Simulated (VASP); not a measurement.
LiCl: single point with r2SCAN

Crystal: LiCl.

```
Li Cl
1.0
     3.93274    0.00000    0.00000
    -1.96637    3.40586    0.00000
     0.00000    0.00000    6.28609
Li Cl
2 2
Direct
  0.33333 0.66667 0.99687
  0.66667 0.33333 0.49687
  0.33333 0.66667 0.37813
  0.66667 0.33333 0.87813
```

This cell differs from its parent crystal: volume changed by +3%.

```json
{
 "Program": "VASP 6.6.1",
 "Task": "single point",
 "Functional": "r2SCAN",
 "Potentials or basis": "VASP PAW PBE potentials, release 64 (Li_sv, Cl)",
 "Cutoff": "520 eV",
 "k mesh": "6 × 6 × 4",
 "Occupations": "gaussian, width 0.01 eV",
 "Spin": "no spin polarisation",
 "Dipole correction": "no",
 "Further INCAR settings": "ALGO = Normal; EDIFF = 1e-06; NBANDS = 18"
}
```

* Largest force: 0.042 eV/Å
* Band gap on the k mesh: 6.63 eV, direct

Forces on the atoms (eV/Å):
```
Li   0.000  0.000  0.042
Li   0.000  0.000  0.042
Cl   0.000  0.000 -0.042
Cl   0.000  0.000 -0.042
```

Levels at points of the mesh, in eV from the valence-band top:
```tsv
k point	band 6	band 7	band 8	band 9	band 10	band 11	band 12	band 13	band 14	band 15
(0.00, 0.00, 0.00)	-0.40	-0.40	-0.08	-0.08	0.00	6.63	8.98	10.76	10.76	11.32
(0.50, 0.00, 0.00)	-1.37	-1.13	-0.92	-0.57	-0.35	8.44	8.58	9.86	11.06	11.26
(0.00, 0.00, 0.50)	-1.12	-0.25	-0.25	-0.25	-0.25	7.95	7.95	10.96	10.96	10.96
(0.50, 0.00, 0.50)	-1.82	-0.65	-0.65	-0.58	-0.58	8.00	8.00	10.65	10.65	12.54
```

It took 71 s on 1 thread of Intel(R) Xeon(R) 6975P-C (Granite Rapids), with other jobs on the host, peak memory 0.21 GiB.

Caveat: the PAW data sets were made with another functional, which shifts forces and pressure a little. A k mesh can miss the band edges.
